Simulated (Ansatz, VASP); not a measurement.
# ScS4: VASP beside Ansatz

```
CELL_PARAMETERS angstrom
3.97886 -3.43281 0.00000
3.97886 3.43281 0.00000
0.00000 0.00000 3.60169
ATOMIC_POSITIONS crystal
Sc 0.00000 0.00000 0.00000
S 0.72971 0.27029 0.50000
S 0.27029 0.72971 0.50000
S 0.31813 0.31813 0.00000
S 0.68187 0.68187 0.00000
```

Change from the starting cell: species swapped into the OsCl4 type (Cmmm, No. 65).

Alike in both runs: functional PBE; k mesh 4 × 4 × 6; occupations gaussian, width 0.1 eV; no spin polarisation.

Ansatz relaxed the structure, and its values are those at the end. VASP's run is a single point on that final structure, the one shown.

```csv
,VASP,Ansatz
version,VASP 6.6.1,Ansatz 0.2.0
potentials or method,"VASP PAW PBE potentials, release 64 (Sc_sv, S), cutoff 520 eV","scalar-relativistic, plane waves, PAW"
valence electrons in the cell,35,35
```

Ansatz gave:

- gap on the k mesh at the Fermi level (eV): none
- pressure (GPa): -0.1
- rms of the force components (eV/Å): 0.003

Problem. What did VASP give for the same quantities?

Solution. gap on the k mesh at the Fermi level (eV): none; pressure (GPa): -0.1; rms of the force components (eV/Å): 0.007.

A gap of «none» marks a metal or a gap that the smearing closes. With one functional, cell and mesh, what is left measures potentials, basis and numerics.
